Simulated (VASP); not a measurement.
ZnSe: single point with r2SCAN

ZnSe:

```
Zn Se
1.0
     4.10770    0.00000    0.00000
     0.00000    4.10770    0.00000
     0.00000    0.00000    6.07035
Zn Se
2 2
Direct
  0.00000 0.00000 0.00000
  0.50000 0.50000 0.00000
  0.00000 0.50000 0.24628
  0.50000 0.00000 0.75372
```

| Property | Result |
| --- | --- |
| Program | VASP 6.6.1 |
| Task | single point |
| Functional | r2SCAN |
| Potentials or basis | VASP PAW PBE potentials, release 64 (Zn, Se) |
| Cutoff | 520 eV |
| k mesh | 8 × 8 × 6 |
| Occupations | gaussian, width 0.01 eV |
| Spin | no spin polarisation |

```json
{
  "Pressure": "-2.0 GPa",
  "Largest force": "0.369 eV/Å",
  "Band gap on the k mesh": "2.41 eV"
}
```

Forces in eV/Å, atoms in the order of the input:
```
Zn   0.000  0.000  0.000
Zn   0.000  0.000  0.000
Se   0.000  0.000 -0.369
Se   0.000  0.000  0.369
```

Stress tensor (GPa, compression positive):
```
-1.89  0.00  0.00
 0.00 -1.89  0.00
 0.00  0.00 -2.09
```

Levels at points of the mesh, in eV from the valence-band top:
| k point | band 16 | band 17 | band 18 | band 19 | band 20 | band 21 |
| --- | --- | --- | --- | --- | --- | --- |
| (0.00, 0.00, 0.00) | -0.01 | -0.01 | 0.00 | 2.41 | 2.42 | 3.42 |
| (0.50, 0.00, 0.00) | -1.52 | -0.79 | -0.79 | 3.96 | 3.96 | 6.40 |
| (0.50, 0.50, 0.00) | -2.18 | -2.05 | -2.05 | 3.78 | 3.78 | 4.03 |
| (0.00, 0.00, 0.50) | -1.12 | -0.28 | -0.28 | 2.52 | 3.82 | 4.12 |
| (0.50, 0.00, 0.50) | -0.77 | -0.76 | -0.76 | 3.13 | 3.13 | 6.34 |
| (0.50, 0.50, 0.50) | -2.46 | -2.38 | -2.38 | 5.00 | 5.00 | 5.31 |

It took 2.8 min on 1 thread of Intel(R) Xeon(R) 6975P-C (Granite Rapids), on a shared host, peak memory 0.32 GiB.

Caveat: the PAW data sets were made with another functional, which shifts forces and pressure a little. A k mesh can miss the band edges.
